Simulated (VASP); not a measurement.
Wanted: the native input for a VASP 6.6.1 run.

| Item | Value |
| --- | --- |
| Task | single point |
| Functional | RPBE |
| Potentials or basis | VASP PAW PBE potentials, release 64 (Cd) |
| Cutoff | 520 eV |
| k mesh | 8 × 8 × 11 |
| Occupations | fermi-dirac, width 0.1 eV |
| Spin | no spin polarisation |
| Dipole correction | no |
| Further INCAR settings | ALGO = Normal; EDIFF = 1e-06; NBANDS = 25 |

The structure of Cd lies in POSCAR:

```
Cd
1.0
    5.2586488578      0.0000000000      0.0000000000
   -2.6293244289      4.5541235004      0.0000000000
    0.0000000000      0.0000000000      3.1742956463
Cd
3
Direct
    0.0000000000      1.0000000000      0.0000000000
    0.3333333333      0.6666666667      0.5000000000
    0.6666666667      0.3333333333      0.5000000000
```

This isn't the form of Cd at room conditions, which is hcp.

These files were run (other wordings do the same):

INCAR

```
SYSTEM = Cd
PREC     = Accurate       ! precision mode
ENCUT    = 520            ! plane-wave cutoff, eV
EDIFF    = 1E-6           ! SCF threshold, eV
ISMEAR   = -1             ! smearing method
SIGMA    = 0.1            ! smearing width, eV
LREAL    = .FALSE.        ! projectors in reciprocal space
LASPH    = .TRUE.         ! aspherical terms in the spheres
NELM     = 80             ! most SCF steps
ALGO     = Normal         ! electronic algorithm
ISIF     = 2              ! what is computed and relaxed
LWAVE    = .FALSE.        ! write WAVECAR
LCHARG   = .FALSE.        ! write CHGCAR
GGA      = RP             ! functional
NBANDS   = 25             ! bands
```

KPOINTS

```
regular mesh
0
G
  8 8 11
  0 0 0
```

Potentials or basis: VASP PAW PBE potentials, release 64 (Cd).

Command:

```console
$ cat potpaw_PBE.64/Cd/POTCAR > POTCAR
$ mpirun -np 1 vasp_std > vasp.out
```

Results of the run:

The pressure is 0.2 GPa. The band gap on the k mesh is zero (bands 18 and 19 overlap by 4.22 eV).

Caveat: the PAW data sets were made with another functional, which shifts forces and pressure a little.

It took 58 s on 1 thread of Intel(R) Xeon(R) Platinum 8375C CPU @ 2.90GHz (Ice Lake), on a shared host, peak memory 0.23 GiB.
